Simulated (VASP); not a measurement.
# TaN (F-43m) in VASP: single point with LDA+U

Aim: the single point of TaN with LDA+U.

Everything below comes from runs of VASP 6.6.1. Logs are shortened: lines on timing, memory, paths and dates and some standing lists are left out, and cuts for length are marked.

## 1. The cell of the first run

It takes space group F-43m (No. 216, cubic). The conventional cell has a = 4.982 Å, b = 4.982 Å, c = 4.982 Å, α = 90.00°, β = 90.00°, γ = 90.00°. Within 2.9 Å of Ta (site symmetry -43m) lie 4 N at 2.16 Å. Within 2.9 Å of N (site symmetry -43m) lie 4 Ta at 2.16 Å.

## 2. Single point, LDA+U, collinear spin

INCAR reads:

```
SYSTEM = TaN
PREC     = Accurate       ! precision mode
ENCUT    = 520            ! plane-wave cutoff, eV
EDIFF    = 1E-7           ! SCF threshold, eV
ISMEAR   = 0              ! smearing method
SIGMA    = 0.05           ! smearing width, eV
LREAL    = .FALSE.        ! projectors in reciprocal space
LASPH    = .TRUE.         ! aspherical terms in the spheres
NELM     = 150            ! most SCF steps
ALGO     = Normal         ! electronic algorithm
ISIF     = 2              ! what is computed and relaxed
LWAVE    = .FALSE.        ! write WAVECAR
LCHARG   = .FALSE.        ! write CHGCAR
ISPIN    = 2              ! spin polarisation
MAGMOM   = 2 2 0 0        ! initial moments
LORBIT   = 11             ! projections on sites
LMAXMIX  = 4              ! l up to which the mixer works
LDAU     = .TRUE.         ! DFT+U
LDAUTYPE = 2            
LDAUL    = 2 -1           ! shell
LDAUU    = 8 0            ! U, eV
LDAUJ    = 0 0          
LDAUPRINT= 1            
GGA      = CA             ! functional
NBANDS   = 28             ! bands
```

KPOINTS reads:

```
regular mesh
0
G
  7 7 7
  0 0 0
```

POSCAR reads:

```
TaN
1.0
    0.0000000000      2.4911437700      2.4911437700
    4.9822875400      2.4911437700      2.4911437700
    4.9822875400      4.9822875400      0.0000000000
Ta N
2 2
Direct
    0.0000000000      0.0000000000      0.0000000000
    0.0000000000      0.0000000000      0.5000000000
    0.2500000000      0.2500000000      0.0000000000
    0.2500000000      0.2500000000      0.5000000000
```

Potentials or basis: VASP PAW LDA potentials, release 64 (Ta_pv, N).

Started as:

```sh
> cat potpaw_LDA.64/Ta_pv/POTCAR potpaw_LDA.64/N/POTCAR > POTCAR
> mpirun -np 1 vasp_std > vasp.out
```

OUTCAR:

```text
SYSTEM = TaN
   PREC = Accurate
   ENCUT = 520
   EDIFF = 1E-7
   ISMEAR = 0
   LREAL = .FALSE.
   LASPH = .TRUE.
   NELM = 150
   ISIF = 2
   ISPIN = 2
   LORBIT = 11
   GGA = CA

 ion  position               nearest neighbor table
   1  0.000  0.000  0.000-   3 2.16   4 2.16   4 2.16   3 2.16   2 3.52   2 3.52   2 3.52   2 3.52
                             2 3.52   2 3.52   2 3.52   2 3.52
   2  0.000  0.000  0.500-   4 2.16   3 2.16   3 2.16   4 2.16   1 3.52   1 3.52   1 3.52   1 3.52
                             1 3.52   1 3.52   1 3.52   1 3.52
   3  0.250  0.250  0.000-   1 2.16   2 2.16   1 2.16   2 2.16
   4  0.250  0.250  0.500-   2 2.16   1 2.16   1 2.16   2 2.16

  LATTYP: Found a simple tetragonal cell.
 ALAT       =     3.5230093054
 C/A-ratio  =     1.4142135624

  Lattice vectors:

 A1 = (   0.0000000000,  -2.4911437700,   2.4911437700)
 A2 = (   0.0000000000,  -2.4911437700,  -2.4911437700)
 A3 = (   4.9822875400,   0.0000000000,   0.0000000000)

Analysis of symmetry for initial positions (statically):
=====================================================================
 Subroutine PRICEL returns following result:

  LATTYP: Found a face centered cubic cell.
 ALAT       =     4.9822875400
[... 12 lines left out ...]
 Subroutine GETGRP returns: Found  8 space group operations
 (whereof  8 operations were pure point group operations)
 out of a pool of 16 trial point group operations.

The static configuration has the point symmetry D_2d.

Analysis of symmetry for dynamics (positions and initial velocities):
=====================================================================
 Subroutine PRICEL returns following result:

  LATTYP: Found a face centered cubic cell.
 ALAT       =     4.9822875400
[... 12 lines left out ...]
 Subroutine GETGRP returns: Found  8 space group operations
 (whereof  8 operations were pure point group operations)
 out of a pool of 16 trial point group operations.

The dynamic configuration has the point symmetry D_2d.

Analysis of structural, dynamic, and magnetic symmetry:
=====================================================================
 Subroutine PRICEL returns following result:

  LATTYP: Found a face centered cubic cell.
 ALAT       =     4.9822875400
[... 12 lines left out ...]
 Subroutine GETGRP returns: Found  8 space group operations
 (whereof  8 operations were pure point group operations)
 out of a pool of 16 trial point group operations.

The overall configuration has the point symmetry D_2d.

 Subroutine INISYM returns: Found  8 space group operations
 (whereof  8 operations are pure point group operations),
 and found     2 'primitive' translations

----------------------------------------------------------------------------------------

                                     Primitive cell

  volume of cell :      30.9191

  direct lattice vectors                    reciprocal lattice vectors
    -2.491143770  2.491143770 -0.000000000    -0.200711017  0.200711017 -0.200711017
    -2.491143770  0.000000000  2.491143770    -0.200711017 -0.200711017  0.200711017
     0.000000000  2.491143770  2.491143770     0.200711017  0.200711017  0.200711017

  length of vectors
     3.523009305  3.523009305  3.523009305     0.347641679  0.347641679  0.347641679

  position of ions in fractional coordinates (direct lattice)
     0.000000000  0.000000000  0.000000000
     0.750000000  0.750000000  0.750000000

  ion indices of the primitive-cell ions
   primitive index   ion index
                 1           1
                 2           3

----------------------------------------------------------------------------------------

 KPOINTS: regular mesh

Automatic generation of k-mesh.
 Grid dimensions read from file:
 generate k-points for:    7    7    7

 Generating k-lattice:

  Cartesian coordinates                     Fractional coordinates (reciprocal lattice)
    -0.028673002  0.028673002  0.028673002     0.142857143  0.000000000  0.000000000
     0.028673002 -0.028673002  0.028673002     0.000000000  0.142857143  0.000000000
     0.000000000  0.028673002 -0.028673002     0.000000000  0.000000000  0.142857143
[... 92 lines left out ...]
 spin polarized calculation
 Gauss-broadening in eV      SIGMA  =   0.05
  energy-cutoff  :      520.00
  volume of cell :       61.84
 maximum number of plane-waves:      1680
 NGX is ok and might be reduce to    28
   NGX = 13   NGY = 23   NGZ = 27

atom =   1  type =  1  l = 2

 onsite density matrix

spin component  1

  0.2510 -0.0000 -0.0000 -0.0000  0.0000
 -0.0000  0.2524  0.0000  0.0000  0.0000
 -0.0000  0.0000  0.1385 -0.0000 -0.0052
 -0.0000  0.0000 -0.0000  0.2510 -0.0000
  0.0000  0.0000 -0.0052 -0.0000  0.1444

spin component  2

  0.2300 -0.0000 -0.0000 -0.0000  0.0000
 -0.0000  0.2288  0.0000  0.0000  0.0000
 -0.0000  0.0000  0.0901  0.0000  0.0000
 -0.0000  0.0000  0.0000  0.2300 -0.0000
  0.0000  0.0000  0.0000 -0.0000  0.0900

 occupancies and eigenvectors

  o =  0.0900  v =  0.0000  0.0000  0.0000  0.0000  0.0000  0.0000 -0.0000  0.5000 -0.0000 -0.8660      0.0000  0.0000  0.0000  0.0000  0.0000  0.0000  0.0000  0.0000  0.0000  0.0000
  o =  0.0901  v =  0.0000  0.0000  0.0000  0.0000  0.0000  0.0000 -0.0000  0.8660 -0.0000  0.5000      0.0000  0.0000  0.0000  0.0000  0.0000  0.0000  0.0000  0.0000  0.0000  0.0000
  o =  0.1355  v =  0.0000  0.0000  0.8660 -0.0000  0.5000  0.0000  0.0000  0.0000  0.0000  0.0000      0.0000  0.0000  0.0000  0.0000  0.0000  0.0000  0.0000  0.0000  0.0000  0.0000
  o =  0.1474  v =  0.0000  0.0000 -0.5000 -0.0000  0.8660  0.0000  0.0000  0.0000  0.0000  0.0000      0.0000  0.0000  0.0000  0.0000  0.0000  0.0000  0.0000  0.0000  0.0000  0.0000
  o =  0.2288  v =  0.0000  0.0000  0.0000  0.0000  0.0000  0.0000 -1.0000 -0.0000  0.0000 -0.0000      0.0000  0.0000  0.0000  0.0000  0.0000  0.0000  0.0000  0.0000  0.0000  0.0000
  o =  0.2300  v =  0.0000  0.0000  0.0000  0.0000  0.0000  0.0000  0.0000  0.0000  1.0000 -0.0000      0.0000  0.0000  0.0000  0.0000  0.0000  0.0000  0.0000  0.0000  0.0000  0.0000
  o =  0.2300  v =  0.0000  0.0000  0.0000  0.0000  0.0000  1.0000  0.0000  0.0000  0.0000  0.0000      0.0000  0.0000  0.0000  0.0000  0.0000  0.0000  0.0000  0.0000  0.0000  0.0000
  o =  0.2510  v =  0.0000 -0.0000 -0.0000 -1.0000 -0.0000  0.0000  0.0000  0.0000  0.0000  0.0000      0.0000  0.0000  0.0000  0.0000  0.0000  0.0000  0.0000  0.0000  0.0000  0.0000
  o =  0.2510  v =  1.0000  0.0000  0.0000  0.0000  0.0000  0.0000  0.0000  0.0000  0.0000  0.0000      0.0000  0.0000  0.0000  0.0000  0.0000  0.0000  0.0000  0.0000  0.0000  0.0000
  o =  0.2524  v =  0.0000 -1.0000  0.0000  0.0000  0.0000  0.0000  0.0000  0.0000  0.0000  0.0000      0.0000  0.0000  0.0000  0.0000  0.0000  0.0000  0.0000  0.0000  0.0000  0.0000

atom =   2  type =  1  l = 2

 onsite density matrix

spin component  1

  0.2510 -0.0000 -0.0000 -0.0000  0.0000
 -0.0000  0.2524  0.0000  0.0000  0.0000
 -0.0000  0.0000  0.1385 -0.0000 -0.0052
 -0.0000  0.0000 -0.0000  0.2510 -0.0000
  0.0000  0.0000 -0.0052 -0.0000  0.1444

spin component  2

  0.2300 -0.0000 -0.0000 -0.0000  0.0000
 -0.0000  0.2288  0.0000  0.0000  0.0000
 -0.0000  0.0000  0.0901  0.0000  0.0000
 -0.0000  0.0000  0.0000  0.2300 -0.0000
  0.0000  0.0000  0.0000 -0.0000  0.0900

 occupancies and eigenvectors

  o =  0.0900  v =  0.0000  0.0000  0.0000  0.0000  0.0000  0.0000 -0.0000  0.5000 -0.0000 -0.8660      0.0000  0.0000  0.0000  0.0000  0.0000  0.0000  0.0000  0.0000  0.0000  0.0000
  o =  0.0901  v =  0.0000  0.0000  0.0000  0.0000  0.0000  0.0000 -0.0000  0.8660 -0.0000  0.5000      0.0000  0.0000  0.0000  0.0000  0.0000  0.0000  0.0000  0.0000  0.0000  0.0000
  o =  0.1355  v =  0.0000 -0.0000  0.8660  0.0000  0.5000  0.0000  0.0000  0.0000  0.0000  0.0000      0.0000  0.0000  0.0000  0.0000  0.0000  0.0000  0.0000  0.0000  0.0000  0.0000
  o =  0.1474  v =  0.0000 -0.0000 -0.5000  0.0000  0.8660  0.0000  0.0000  0.0000  0.0000  0.0000      0.0000  0.0000  0.0000  0.0000  0.0000  0.0000  0.0000  0.0000  0.0000  0.0000
  o =  0.2288  v =  0.0000  0.0000  0.0000  0.0000  0.0000  0.0000 -1.0000 -0.0000  0.0000  0.0000      0.0000  0.0000  0.0000  0.0000  0.0000  0.0000  0.0000  0.0000  0.0000  0.0000
  o =  0.2300  v =  0.0000  0.0000  0.0000  0.0000  0.0000  0.0000  0.0000  0.0000  1.0000 -0.0000      0.0000  0.0000  0.0000  0.0000  0.0000  0.0000  0.0000  0.0000  0.0000  0.0000
  o =  0.2300  v =  0.0000  0.0000  0.0000  0.0000  0.0000  1.0000  0.0000  0.0000  0.0000  0.0000      0.0000  0.0000  0.0000  0.0000  0.0000  0.0000  0.0000  0.0000  0.0000  0.0000
  o =  0.2510  v =  0.0000 -0.0000  0.0000 -1.0000  0.0000  0.0000  0.0000  0.0000  0.0000  0.0000      0.0000  0.0000  0.0000  0.0000  0.0000  0.0000  0.0000  0.0000  0.0000  0.0000
  o =  0.2510  v =  1.0000  0.0000  0.0000  0.0000  0.0000  0.0000  0.0000  0.0000  0.0000  0.0000      0.0000  0.0000  0.0000  0.0000  0.0000  0.0000  0.0000  0.0000  0.0000  0.0000
  o =  0.2524  v =  0.0000 -1.0000 -0.0000  0.0000 -0.0000  0.0000  0.0000  0.0000  0.0000  0.0000      0.0000  0.0000  0.0000  0.0000  0.0000  0.0000  0.0000  0.0000  0.0000  0.0000

 number of electron      32.0000000 magnetization       0.4271619

 Free energy of the ion-electron system (eV)
  ---------------------------------------------------
  ext. energy  EPLUGINS =         0.00000000
  ---------------------------------------------------
  free energy    TOTEN  =       -32.85026955 eV

  energy without entropy =      -32.84584590  energy(sigma->0) =      -32.84805772

 E-fermi :   6.4504     XC(G=0): -11.5732

 val. band max:        6.4463418543   @ k =  -0.1429   0.1429   0.0000
 cond. band min:       6.4763735716   @ k =  -0.2857   0.2857   0.0000
 fundamental gap:      0.0300317173
 Fermi energy:         6.4504460890

 spin component 1

 k-point     1 :       0.0000    0.0000    0.0000
  band No.  band energies     occupation
      1     -31.7701      1.00000
      2     -31.6456      1.00000
      3     -31.6456      1.00000
      4     -31.5679      1.00000
      5     -31.5679      1.00000
      6     -31.5581      1.00000
[... 1481 lines left out ...]
     27      14.2631      0.00000
     28      15.0100      0.00000

 [... further k-points ...]

------------------------ aborting loop because EDIFF is reached ----------------------------------------

  FORCE on cell =-STRESS in cart. coord.  units (eV):
  Direction    XX          YY          ZZ          XY          YZ          ZX
  --------------------------------------------------------------------------------------
  -------------------------------------------------------------------------------------
  Total       -7.8799156     -8.1073604     -8.1073604     -0.0000000      0.0000000     -0.0000000
  in kB     -204.1624082   -210.0553239   -210.0553239     -0.0000000      0.0000000     -0.0000000
  external PRESSURE =    -208.0910187 kB  Pullay stress =       0.0000000 kB

 VOLUME and BASIS-vectors are now :
 -----------------------------------------------------------------------------
  energy-cutoff  :      520.00
  volume of cell :       61.84
      direct lattice vectors                 reciprocal lattice vectors
     0.000000000  2.491143770  2.491143770    -0.200711017  0.200711017  0.200711017
     4.982287540  2.491143770  2.491143770     0.200711017 -0.200711017  0.200711017
     4.982287540  4.982287540  0.000000000     0.000000000  0.200711017 -0.200711017

 POSITION                                       TOTAL-FORCE (eV/Angst)
 -----------------------------------------------------------------------------------
      0.00000      0.00000      0.00000         0.000000      0.000000      0.000000
      2.49114      2.49114      0.00000         0.000000     -0.000000      0.000000
      1.24557      1.24557      1.24557         0.000000      0.000000      0.000000
      3.73672      3.73672      1.24557        -0.000000     -0.000000     -0.000000
 -----------------------------------------------------------------------------------
    total drift:                               -0.000003     -0.000003     -0.000004

  FREE ENERGIE OF THE ION-ELECTRON SYSTEM (eV)
  ---------------------------------------------------
  free  energy   TOTEN  =       -32.8502695472 eV

  energy  without entropy=      -32.8458458999  energy(sigma->0) =      -32.84805772

 total charge

# of ion       s       p       d       tot
------------------------------------------
    1        0.320   6.206   1.870   8.396
    2        0.320   6.206   1.870   8.396
    3        1.237   2.459   0.000   3.696
    4        1.237   2.459   0.000   3.696
--------------------------------------------------
tot          3.114  17.330   3.740  24.185

 magnetization (x)

# of ion       s       p       d       tot
------------------------------------------
    1        0.002  -0.001   0.166   0.168
    2        0.002  -0.001   0.166   0.168
    3       -0.001  -0.011   0.000  -0.012
    4       -0.001  -0.011   0.000  -0.012
--------------------------------------------------
tot          0.003  -0.024   0.333   0.311
```

It took 10 min on 1 thread of Intel Xeon 8259CL, shared host; peak memory 0.29 GiB.

Results:

```yaml
Free_energy: -32.8503 eV
Pressure: -20.8 GPa
Net_moment: 0.43 μB per cell
Site_moments: Ta +0.17; N -0.01 μB
Valence_electrons_inside_the_program's_atomic_spheres: Ta 8.40; N 3.70
```

Eigenvalues of the final occupation matrices:
| site | spin | trace | eigenvalues |
| --- | --- | --- | --- |
| site 1 d | 1 | 1.04 | 0.14 0.15 0.25 0.25 0.25 |
| site 1 d | 2 | 0.87 | 0.09 0.09 0.23 0.23 0.23 |
| site 2 d | 1 | 1.04 | 0.14 0.15 0.25 0.25 0.25 |
| site 2 d | 2 | 0.87 | 0.09 0.09 0.23 0.23 0.23 |

Caveat: the cell stands under tension; spin-orbit coupling is left out, which moves the levels of the heavy elements.
